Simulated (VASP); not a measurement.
KCl:

```
CELL_PARAMETERS angstrom
0.00000 3.14647 3.14647
3.14647 0.00000 3.14647
3.14647 3.14647 0.00000
ATOMIC_POSITIONS crystal
K 0.00000 0.00000 0.00000
Cl 0.50000 0.50000 0.50000
```

| Property | Result |
| --- | --- |
| Program | VASP 6.6.1 |
| Task | relaxation of cell and atoms |
| Functional | LDA |
| Potentials or basis | VASP PAW LDA potentials, release 64 (K_sv, Cl) |
| Cutoff | 500 eV |
| k mesh | 6 × 6 × 6 |
| Occupations | gaussian, width 0.02 eV |
| Spin | no spin polarisation |

At the start: pressure -1.9 GPa; volume 31.15 Å³/atom.

**Question.** Where does the relaxation end?

**Answer.** Over 4 steps the energy falls by 19.9 meV/atom and the volume is 28.15 Å³/atom (-9.6 %); space group Fm-3m (No. 225, to 0.1 Å) before and after.

Step by step:
```csv
step,energy change (eV),largest force (eV/Å),pressure (GPa),volume (Å³)
1,0.0000,0.0000,-1.93,62.30
2,-0.0310,0.0000,-1.01,58.98
3,-0.0398,0.0000,-0.10,56.54
4,-0.0399,0.0000,0.00,56.30
```

Final structure:
```
CELL_PARAMETERS angstrom
0.00000 3.04195 3.04195
3.04195 0.00000 3.04195
3.04195 3.04195 0.00000
ATOMIC_POSITIONS crystal
K 0.00000 0.00000 0.00000
Cl 0.50000 0.50000 0.50000
```
